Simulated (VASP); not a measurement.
Hf2Pd2Se2Br2O3: single point with PBE

Crystal: Hf2Pd2Se2Br2O3.

```
Hf Pd Se Br O
1.0
     5.19320    0.01291    0.02590
     1.59916    5.55089   -0.23303
     1.35759    1.62560    7.74782
Hf Pd Se Br O
2 2 2 2 3
Direct
  0.21781 0.65707 0.03838
  0.78219 0.34293 0.96162
  0.00000 0.50000 0.50000
  0.00000 0.00000 0.50000
  0.04724 0.30295 0.24907
  0.95276 0.69705 0.75093
  0.50000 0.50000 0.50000
  0.50000 0.00000 0.50000
  0.42714 0.36543 0.91578
  0.57286 0.63457 0.08422
  0.00000 0.00000 0.00000
```

| Quantity | Value |
| --- | --- |
| Program | VASP 6.6.1 |
| Task | single point |
| Functional | PBE |
| Potentials or basis | VASP PAW PBE potentials, release 64 (Hf_pv, Pd, Se, Br, O) |
| Cutoff | 520 eV |
| k mesh | 4 × 4 × 3 |
| Occupations | fermi-dirac, width 0.05 eV |
| Spin | no spin polarisation |
| Dipole correction | no |
| Further INCAR settings | ALGO = Normal; EDIFF = 1e-06; NBANDS = 53 |

* Pressure: 4.6 GPa
* Largest force: 0.152 eV/Å
* Band gap on the k mesh: zero (bands 42 and 43 overlap by 1.37 eV)

Forces in eV/Å, atoms in the order of the input:
```
Hf   0.071 -0.018 -0.073
Hf  -0.071  0.018  0.073
Pd   0.000  0.000  0.000
Pd   0.000  0.000  0.000
Se   0.003  0.011 -0.053
Se  -0.003 -0.011  0.053
Br   0.000  0.000  0.000
Br   0.000  0.000  0.000
O    0.061  0.114  0.079
O   -0.061 -0.114 -0.079
O    0.000  0.000  0.000
```

Stress tensor (GPa, compression positive):
```
 4.54  0.17 -0.03
 0.17  4.33 -0.06
-0.03 -0.06  4.78
```

Levels at points of the mesh, in eV from the Fermi level:
```
           k point  band 40  band 41  band 42  band 43  band 44  band 45
(0.00, 0.00, 0.00)    -1.16    -0.33    -0.16     0.15     0.80     1.91
(0.50, 0.00, 0.00)    -0.31     0.23     0.84     1.11     1.77     2.02
(0.00, 0.50, 0.00)    -1.37    -0.68    -0.62    -0.33    -0.19     2.31
(0.50, 0.50, 0.00)    -0.93    -0.71    -0.54     1.11     1.65     2.73
```

Wall time 5.9 min on 1 thread of Intel(R) Xeon(R) Platinum 8259CL CPU @ 2.50GHz (Skylake/Cascade Lake), on a shared host, peak memory 0.53 GiB.

Caveat: the cell stands under pressure; spin-orbit coupling is left out, which moves the levels of the heavy elements.
